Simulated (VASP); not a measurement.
TaOF:

```
CELL_PARAMETERS angstrom
2.92904 0.00000 0.00000
0.00000 2.92904 0.00000
0.00000 0.00000 4.02674
ATOMIC_POSITIONS crystal
Ta 0.00000 0.00000 0.00000
O 0.50000 0.50000 0.00000
F 0.00000 0.00000 0.50000
```

The cell was generated, and may not be a known phase.

| Property | Result |
| --- | --- |
| Program | VASP 6.6.1 |
| Task | relaxation of cell and atoms |
| Functional | PBE |
| Potentials or basis | VASP PAW PBE potentials, release 64 (Ta_pv, O, F) |
| Cutoff | 600 eV |
| k mesh | 6 × 6 × 4 |
| Occupations | gaussian, width 0.1 eV |
| Spin | no spin polarisation |

At the start: pressure 19.2 GPa; volume 11.52 Å³/atom.

Problem. Where does the relaxation end?

Solution. Over 7 steps the energy falls by 57.3 meV/atom and the volume is 12.44 Å³/atom (+8.1 %); space group P4/mmm (No. 123, to 0.1 Å) before and after.

Step by step:
| step | energy change (eV) | largest force (eV/Å) | pressure (GPa) | volume (Å³) |
| --- | --- | --- | --- | --- |
| 1 | 0.0000 | 0.0000 | 19.19 | 34.55 |
| 2 | 0.1085 | 0.0000 | -17.49 | 41.89 |
| 3 | -0.1711 | 0.0000 | -0.74 | 37.51 |
| 4 | -0.1712 | 0.0000 | -0.34 | 37.44 |
| 5 | -0.1712 | 0.0000 | -0.02 | 37.38 |
| 6 | -0.1715 | 0.0000 | 0.51 | 37.30 |
| 7 | -0.1718 | 0.0000 | 0.29 | 37.33 |

Final structure:
```cif
data_structure
_symmetry_space_group_name_H-M 'P 1'
_symmetry_Int_Tables_number 1
_cell_length_a 2.9867
_cell_length_b 2.9867
_cell_length_c 4.1852
_cell_angle_alpha 90.000
_cell_angle_beta 90.000
_cell_angle_gamma 90.000
_cell_volume 37.33
loop_
_atom_site_label
_atom_site_type_symbol
_atom_site_fract_x
_atom_site_fract_y
_atom_site_fract_z
_atom_site_occupancy
Ta1 Ta 0.00000 0.00000 0.00000 1
O1 O 0.50000 0.50000 0.00000 1
F1 F 0.00000 0.00000 0.50000 1
```

Caveat: the k points lie up to 0.38 Å⁻¹ apart in the final cell, too coarse for converged energies and pressures of a metal.
